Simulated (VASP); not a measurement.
Set up this calculation in VASP 6.6.1, as the native input.

```yaml
Task: single point
Functional: PBEsol-based global hybrid with 25 % exact exchange
Potentials_or_basis: VASP PAW PBE potentials, release 64 (Te, Cd)
Cutoff: 520 eV
k_mesh: 4 × 4 × 4
Occupations: fermi-dirac, width 0.05 eV
Spin: no spin polarisation
Dipole_correction: no
Grid_for_exact_exchange_PRECFOCK: Normal
Share_of_exact_exchange: 0.25
Further_INCAR_settings: ALGO = Normal; EDIFF = 1e-06; NBANDS = 16
```

Crystal: CdTe.

```
Te Cd
1.0
     0.00000    3.24067    3.24067
     3.24067    0.00000    3.24067
     3.24067    3.24067    0.00000
Te Cd
1 1
Direct
  0.75000 0.75000 0.75000
  0.00000 0.00000 0.00000
```

One way to write it, as run:

POSCAR

```
CdTe
1.0
    0.0000000000      3.2406691043      3.2406691043
    3.2406691043      0.0000000000      3.2406691043
    3.2406691043      3.2406691043      0.0000000000
Te Cd
1 1
Direct
    0.7500000000      0.7500000000      0.7500000000
    0.0000000000      0.0000000000      0.0000000000
```

INCAR.step1

```
PREC     = Accurate       # precision mode
ENCUT    = 520            # plane-wave cutoff, eV
EDIFF    = 1E-5           # SCF threshold, eV
ISMEAR   = -1             # smearing method
SIGMA    = 0.05           # smearing width, eV
LREAL    = False          # projectors in reciprocal space
LASPH    = True           # aspherical terms in the spheres
NELM     = 100            # most SCF steps
ALGO     = Normal         # electronic algorithm
ISIF     = 2              # what is computed and relaxed
LWAVE    = True           # write WAVECAR
LCHARG   = False          # write CHGCAR
NBANDS   = 16             # bands
GGA      = PE             # functional
```

INCAR.step2

```
PREC     = Accurate       # precision mode
ENCUT    = 520            # plane-wave cutoff, eV
EDIFF    = 1E-6           # SCF threshold, eV
ISMEAR   = -1             # smearing method
SIGMA    = 0.05           # smearing width, eV
LREAL    = False          # projectors in reciprocal space
LASPH    = True           # aspherical terms in the spheres
NELM     = 100            # most SCF steps
ALGO     = Normal         # electronic algorithm
ISIF     = 2              # what is computed and relaxed
LWAVE    = False          # write WAVECAR
LCHARG   = False          # write CHGCAR
GGA      = PS             # functional
LHFCALC  = True           # exact exchange
AEXX     = 0.25           # exact-exchange fraction
PRECFOCK = Normal       
NBANDS   = 16             # bands
ISTART   = 1
```

KPOINTS

```
Automatic mesh
0
Gamma
  4 4 4
```

Potentials or basis: VASP PAW PBE potentials, release 64 (Te, Cd).

Command:

```console
$ cat potpaw_PBE.64/Te/POTCAR potpaw_PBE.64/Cd/POTCAR > POTCAR
$ cp INCAR.step1 INCAR
$ mpirun -np 1 vasp_std > vasp.out
$ cp INCAR.step2 INCAR
$ mpirun -np 1 vasp_std > vasp.out
```

Results of the run:

The pressure is -0.1 GPa. The band gap on the k mesh is 2.13 eV.

Caveat: the PAW data sets were made with another functional, which shifts forces and pressure a little; spin-orbit coupling is left out, which moves the levels of the heavy elements.

It took 6.2 min on 1 thread of AMD EPYC 9R45 96-Core Processor (Zen 5), on a shared host, peak memory 0.19 GiB.
